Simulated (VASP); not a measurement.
**Ti3SiN3: single point with PBE**

Ti3SiN3, a slab with vacuum:

```
CELL_PARAMETERS angstrom
3.00286 0.00000 0.00000
0.00000 3.00286 0.00000
0.00000 0.00000 19.75849
ATOMIC_POSITIONS crystal
Ti 0.50000 0.50000 0.20244
Ti 0.00000 0.00000 0.30725
Ti 0.50000 0.50000 0.40768
N 0.00000 0.00000 0.20244
N 0.50000 0.50000 0.30557
N 0.00000 0.00000 0.41797
Si 0.12500 0.37500 0.53271
```

```
Program                : VASP 6.6.1
Task                   : single point
Functional             : PBE
Potentials or basis    : VASP PAW PBE potentials, release 64 (Ti_sv, N, Si)
Cutoff                 : 520 eV
k mesh                 : 9 × 9 × 1
Occupations            : gaussian, width 0.1 eV
Spin                   : no spin polarisation
Dipole correction      : yes
Further INCAR settings : ALGO = Normal; EDIFF = 1e-07; NBANDS = 36
```

The largest force is 1.595 eV/Å and the band gap on the k mesh is zero (an odd number of electrons rules out a gap without spin polarisation).

Forces in eV/Å, atoms in the order of the input:
```
Ti  -0.027  0.004  1.513
Ti   0.035  0.094 -0.052
Ti   0.244  0.037  1.199
N    0.003 -0.027 -1.595
N   -0.030 -0.030 -0.414
N    0.017  0.168 -0.647
Si  -0.242 -0.247 -0.004
```

Levels at points of the mesh, in eV from the Fermi level:
| k point | band 23 | band 24 | band 25 | band 26 | band 27 | band 28 | band 29 | band 30 | band 31 | band 32 |
| --- | --- | --- | --- | --- | --- | --- | --- | --- | --- | --- |
| (0.00, 0.00, 0.00) | -2.53 | -2.50 | -2.15 | -2.11 | -1.73 | -0.75 | -0.56 | 0.08 | 0.10 | 0.73 |

Wall time 5.2 min on 1 thread of Intel(R) Xeon(R) Platinum 8488C (Sapphire Rapids) (shared host), peak memory 0.4 GiB.

Caveat: an odd number of electrons without spin polarisation forces a metal; a magnetic or distorted state may lie lower.
